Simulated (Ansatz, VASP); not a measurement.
# PbSe: VASP beside Ansatz

Contents of INCAR:

```
SYSTEM = PbSe
PREC = Accurate
ENCUT = 500
EDIFF = 1E-6
ISMEAR = 0
SIGMA = 0.001
LREAL = .FALSE.
LASPH = .TRUE.
NELM = 120
ALGO = Normal
ISIF = 2
LWAVE = .FALSE.
LCHARG = .FALSE.
GGA = PE
NBANDS = 17
GGA_COMPAT = .FALSE.
```

KPOINTS

```
regular mesh
0
G
  8 8 8
  0 0 0
```

File POSCAR:

```
PbSe
1.0
    0.0000000000      3.0621516472      3.0621516472
    3.0621516472      0.0000000000      3.0621516472
    3.0621516472      3.0621516472      0.0000000000
Pb Se
1 1
Direct
    0.5000000000      0.5000000000      0.5000000000
    0.0000000000      0.0000000000      0.0000000000
```

Input for Ansatz:

```yaml
crystal:
  lattice:
    - [0.0, 3.0621516472, 3.0621516472]
    - [3.0621516472, 0.0, 3.0621516472]
    - [3.0621516472, 3.0621516472, 0.0]
  atoms:
    - { symbol: Pb, position: [0.5, 0.5, 0.5] }
    - { symbol: Se, position: [0.0, 0.0, 0.0] }
basis:
  ecutwfc: 420
  ecutrho_ratio: 4
kpoints:
  mp_grid: { grid: [8, 8, 8] }
hamiltonian:
  xc: pbe
scf:
  occupations: { method: gaussian, width: 0.001 }
  mixing: { algorithm: broyden, beta: 0.7 }
output:
  forces: true
  stress: true
```

Alike in both runs: task single point; functional PBE; k mesh 8 × 8 × 8; occupations gaussian, width 0.001 eV; no spin polarisation.

```csv
,VASP,Ansatz
version,VASP 6.6.1,Ansatz 0.2.0
potentials or method,"VASP PAW PBE potentials, release 64 (Pb_d, Se), cutoff 500 eV","scalar-relativistic, plane waves, PAW"
valence electrons in the cell,20,30
```

```tsv
	VASP	Ansatz	Ansatz less VASP
pressure (GPa)	2.3	2.3	+0.02
```

VASP's potentials hold 20 valence electrons a cell and Ansatz's 30, so a difference there can come from the potentials and not from the codes.

Neither program's run includes spin-orbit coupling.
